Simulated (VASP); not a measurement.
# Be3Bi2 (P-6m2) in VASP: a series of runs, part 2 of 2

VASP 6.6.1. Earlier steps stand in the parts before.

## (3) Single point, PBE

This run uses another cell than the first one, of 19.08 Å³/atom, 1.208 times its volume.

Contents of INCAR:

```
SYSTEM = Be3Bi2
ALGO = Normal
EDIFF = 1E-6
ENCUT = 520
GGA = PE
ISIF = 2
ISMEAR = 0
LASPH = .True.
LCHARG = .False.
LREAL = .False.
LWAVE = .False.
NBANDS = 26
NELM = 100
PREC = Accurate
SIGMA = 0.1
```

Contents of KPOINTS:

```
k-points
0
Gamma
  6 6 4
  0 0 0
```

Contents of POSCAR:

```
Be3Bi2
1.0
    4.5320496637      0.0000000000      0.0000000000
   -2.2660248319      3.9248701400      0.0000000000
    0.0000000000      0.0000000000      5.3625153158
Be Bi
3 2
Direct
    0.0000000000      0.0000000000      0.7274169912
    0.0000000000      0.0000000000      0.2725830088
    0.6666666667      0.3333333333      0.0000000000
    0.6666666667      0.3333333333      0.5000000000
    0.3333333333      0.6666666667      0.0000000000
```

Potentials or basis: VASP PAW PBE potentials, release 64 (Be, Bi_d).

On the command line:

```sh
$ cat potpaw_PBE.64/Be/POTCAR potpaw_PBE.64/Bi_d/POTCAR > POTCAR
$ mpirun -np 1 vasp_std > vasp.out
```

Wall time 50 s (1 thread of Intel Xeon Platinum 8488C (Sapphire Rapids), shared host); peak memory 0.23 GiB.

It converged, with:

| Quantity | Value |
| --- | --- |
| Free energy | -15.2963 eV |
| Pressure | 0.0 GPa |
| Largest force | 0.031 eV/Å |
| Band gap on the k mesh | zero (band 18 reaches 8.81 eV, above the bottom of band 19 at 6.04 eV) |

Forces in eV/Å, atoms in the order of the input:
```
Be   0.000  0.000 -0.031
Be   0.000  0.000  0.031
Be   0.000  0.000  0.000
Bi   0.000  0.000  0.000
Bi   0.000  0.000  0.000
```

Stress tensor (GPa, compression positive):
```
 0.05  0.00  0.00
 0.00  0.05  0.00
 0.00  0.00 -0.13
```

Levels at points of the mesh, in eV from the Fermi level:
| k point | band 16 | band 17 | band 18 | band 19 | band 20 | band 21 |
| --- | --- | --- | --- | --- | --- | --- |
| (0.00, 0.00, 0.00) | -1.43 | -1.43 | -1.22 | -0.90 | 1.71 | 2.54 |
| (0.50, 0.00, 0.00) | -3.97 | -1.86 | -0.70 | 0.15 | 1.24 | 1.76 |
| (0.00, 0.00, 0.50) | -1.56 | -1.12 | -1.12 | -0.35 | 0.29 | 0.29 |
| (0.50, 0.00, 0.50) | -2.43 | -2.33 | -1.54 | 2.31 | 2.45 | 3.07 |

Caveat: spin-orbit coupling is left out, which moves the levels of the heavy elements.

## (4) Relaxation of cell and atoms, PBE

Contents of INCAR:

```
SYSTEM = Be3Bi2
  PREC = Accurate
  ENCUT = 600
  EDIFF = 1E-6
  ISMEAR = 0
  SIGMA = 0.1
  LREAL = .FALSE.
  LASPH = .TRUE.
  NELM = 60
  ALGO = Normal
  ISIF = 3
  LWAVE = .FALSE.
  LCHARG = .FALSE.
  GGA = PE
  IBRION = 2
  NSW = 90
  EDIFFG = -0.04
```

Contents of KPOINTS:

```
regular mesh
0
G
  6 6 4
  0 0 0
```

Contents of POSCAR:

```
Be3Bi2
1.0
    4.2029478800      0.0000000000      0.0000000000
   -2.1014739400      3.6398596400      0.0000000000
    0.0000000000      0.0000000000      5.1610677000
Be Bi
3 2
Direct
    0.0000000000      0.0000000000      0.7454000100
    0.0000000000      0.0000000000      0.2545999900
    0.6666666700      0.3333333300      0.0000000000
    0.6666666700      0.3333333300      0.5000000000
    0.3333333300      0.6666666700      0.0000000000
```

On the command line:

```sh
$ cat potpaw_PBE.64/Be/POTCAR potpaw_PBE.64/Bi_d/POTCAR > POTCAR
$ mpirun -np 1 vasp_std > vasp.out
```

Run time: 3.4 min. Hardware: 1 thread of Intel Xeon Platinum 8488C (Sapphire Rapids), shared host; peak memory 0.24 GiB.

The run converged. Its results:

| Property | Result |
| --- | --- |
| Free energy | -15.2983 eV |
| Relaxed volume | 18.98 Å³/atom |
| Relaxed cell | a = 4.584 Å, b = 4.584 Å, c = 5.215 Å, α = 90.00°, β = 90.00°, γ = 120.00° |
| Space group after relaxing (to 0.05 Å) | P-6m2 (No. 187) |
| Energy gained by relaxing | 158.9 meV/atom |
| Ionic steps | 6 |
| Pressure after relaxing | 0.2 GPa |
| Largest force after relaxing | 0.039 eV/Å |
| Band gap on the k mesh | zero (band 18 reaches 8.64 eV, above the bottom of band 19 at 5.85 eV) |

Forces on the atoms (eV/Å):
```
Be   0.000  0.000  0.039
Be   0.000  0.000 -0.039
Be   0.000  0.000  0.000
Bi   0.000  0.000  0.000
Bi   0.000  0.000  0.000
```

Stress tensor (GPa, compression positive):
```
 0.31  0.00  0.00
 0.00  0.31  0.00
 0.00  0.00 -0.08
```

Step by step:
```
step  energy change (eV)  largest force (eV/Å)  pressure (GPa)  volume (Å³)
   1              0.0000                0.2751           16.93        78.95
   2             -0.7280                0.1561           -2.59        99.58
   3             -0.7598                0.1701           -0.04        95.24
   4             -0.7598                0.1692           -0.27        95.58
   5             -0.7740                0.1200           -0.20        95.43
   6             -0.7947                0.0391            0.18        94.89
```

Final structure:
```
CELL_PARAMETERS angstrom
4.58361 0.00000 0.00000
-2.29181 3.96953 0.00000
0.00000 0.00000 5.21517
ATOMIC_POSITIONS crystal
Be 0.00000 0.00000 0.73731
Be 0.00000 0.00000 0.26269
Be 0.66667 0.33333 0.00000
Bi 0.66667 0.33333 0.50000
Bi 0.33333 0.66667 0.00000
```

Levels at points of the mesh, in eV from the Fermi level:
| k point | band 15 | band 16 | band 17 | band 18 | band 19 | band 20 | band 21 | band 22 |
| --- | --- | --- | --- | --- | --- | --- | --- | --- |
| (0.00, 0.00, 0.00) | -2.34 | -1.56 | -1.56 | -1.33 | -1.14 | 1.55 | 2.62 | 2.62 |
| (0.50, 0.00, 0.00) | -3.97 | -3.78 | -1.71 | -0.75 | 0.40 | 1.27 | 1.86 | 2.54 |
| (0.00, 0.00, 0.50) | -1.65 | -1.65 | -1.14 | -1.14 | -0.09 | 0.08 | 0.08 | 0.21 |
| (0.50, 0.00, 0.50) | -3.43 | -2.65 | -2.30 | -1.55 | 2.81 | 2.91 | 3.56 | 4.56 |

Caveat: the volume moved by over 15 % at a fixed basis, so the end points are rough; spin-orbit coupling is left out, which moves the levels of the heavy elements.

## (5) Single point, PBE

This run uses another cell than the first one, of 19.06 Å³/atom, 1.207 times its volume.

Contents of INCAR:

```
  PREC = Accurate
  ENCUT = 520
  EDIFF = 1E-6
  ISMEAR = 0
  SIGMA = 0.1
  LREAL = F
  LASPH = T
  NELM = 100
  ALGO = Fast
  ISIF = 2
  LWAVE = F
  LCHARG = F
  GGA = PE
  NBANDS = 26
```

Contents of KPOINTS:

```
regular mesh
0
Gamma
  12 12 8
```

Contents of POSCAR:

```
Be3Bi2
1.0
    4.6977542781      0.0000000000      0.0000000000
   -2.3488771391      4.0683745456      0.0000000000
    0.0000000000      0.0000000000      4.9854441831
Be Bi
3 2
Direct
    0.0000000000      0.0000000000      0.7521986707
    0.0000000000      0.0000000000      0.2478013293
    0.6666666667      0.3333333333      0.0000000000
    0.6666666667      0.3333333333      0.5000000000
    0.3333333333      0.6666666667      0.0000000000
```

Potentials or basis: VASP PAW PBE potentials, release 64 (Be, Bi_d).

On the command line:

```sh
$ cat potpaw_PBE.64/Be/POTCAR potpaw_PBE.64/Bi_d/POTCAR > POTCAR
$ mpirun -np 1 vasp_std > vasp.out
```

OUTCAR:

```text
PREC = Accurate
   ENCUT = 520
   EDIFF = 1E-6
   ISMEAR = 0
   LREAL = F
   LASPH = T
   NELM = 100
   ISIF = 2
   GGA = PE

 ion  position               nearest neighbor table
   1  0.000  0.000  0.752-   5 2.98   5 2.98   5 2.98   4 2.99   4 2.99   4 2.99
   2  0.000  0.000  0.248-   5 2.98   5 2.98   5 2.98   4 2.99   4 2.99   4 2.99
   3  0.667  0.333  0.000-   4 2.49   4 2.49   5 2.71   5 2.71   5 2.71
   4  0.667  0.333  0.500-   3 2.49   3 2.49   1 2.99   2 2.99   1 2.99   2 2.99   1 2.99   2 2.99
                             5 3.68   5 3.68   5 3.68   5 3.68   5 3.68   5 3.68
[... 905 lines left out ...]
  -------------------------------------------------------------------------------------
  Total       -0.0192135     -0.0192135     -0.0223258      0.0000000     -0.0000000      0.0000000
  in kB       -0.3230740     -0.3230740     -0.3754072      0.0000000     -0.0000000      0.0000000
  external PRESSURE =      -0.3405184 kB  Pullay stress =       0.0000000 kB

 VOLUME and BASIS-vectors are now :
 -----------------------------------------------------------------------------
  energy-cutoff  :      520.00
  volume of cell :       95.28
      direct lattice vectors                 reciprocal lattice vectors
     4.697754278  0.000000000  0.000000000     0.212867668  0.122899206  0.000000000
    -2.348877139  4.068374546  0.000000000     0.000000000  0.245798411  0.000000000
     0.000000000  0.000000000  4.985444183     0.000000000  0.000000000  0.200583933

 POSITION                                       TOTAL-FORCE (eV/Angst)
 -----------------------------------------------------------------------------------
      0.00000      0.00000      3.75004         0.000000     -0.000000      0.000741
      0.00000      0.00000      1.23540         0.000000     -0.000000     -0.000741
      2.34888      1.35612      0.00000        -0.000000     -0.000000      0.000000
      2.34888      1.35612      2.49272        -0.000000      0.000000      0.000000
     -0.00000      2.71225      0.00000        -0.000000     -0.000000      0.000000
 -----------------------------------------------------------------------------------
    total drift:                               -0.000000      0.000000     -0.000000

  FREE ENERGIE OF THE ION-ELECTRON SYSTEM (eV)
  ---------------------------------------------------
  free  energy   TOTEN  =       -15.3493307073 eV

  energy  without entropy=      -15.3396595820  energy(sigma->0) =      -15.34449514
```

Wall time 3.8 min (1 thread of Intel Xeon Platinum 8488C (Sapphire Rapids), shared host); peak memory 0.35 GiB.

Results:

| Quantity | Value |
| --- | --- |
| Free energy | -15.3493 eV |
| Pressure | 0.0 GPa |
| Band gap on the k mesh | zero (band 18 reaches 8.31 eV, above the bottom of band 19 at 5.58 eV) |

Caveat: spin-orbit coupling is left out, which moves the levels of the heavy elements.

## (6) Summary

```tsv
task	cell	k mesh	cutoff (eV)	gap on the mesh (eV)	pressure (GPa)	largest force (eV/Å)
single point	a = 4.203, b = 4.203, c = 5.161 Å, angles 90.0, 90.0, 120.0°, 5 atoms	6 × 6 × 4	520	none	16.9	0.28
single point	a = 4.532, b = 4.532, c = 5.363 Å, angles 90.0, 90.0, 120.0°, 5 atoms	6 × 6 × 4	520	none	0.0	0.03
relaxation of cell and atoms	relaxed from a = 4.203, b = 4.203, c = 5.161 Å, angles 90.0, 90.0, 120.0°, 5 atoms	6 × 6 × 4	600	none	0.2	0.04
single point	a = 4.698, b = 4.698, c = 4.985 Å, angles 90.0, 90.0, 120.0°, 5 atoms	12 × 12 × 8	520	none	0.0	-
```

Alike in all rows: level PBE; potentials or basis VASP PAW PBE potentials, release 64 (Be, Bi_d); no spin polarisation; smearing gaussian 0.1 eV.

Caveats: spin-orbit coupling is left out, which moves the levels of the heavy elements; the volume moved by over 15 % at a fixed basis, so the end points are rough (some runs).

Absolute energies hang on the potentials; compare differences alone.
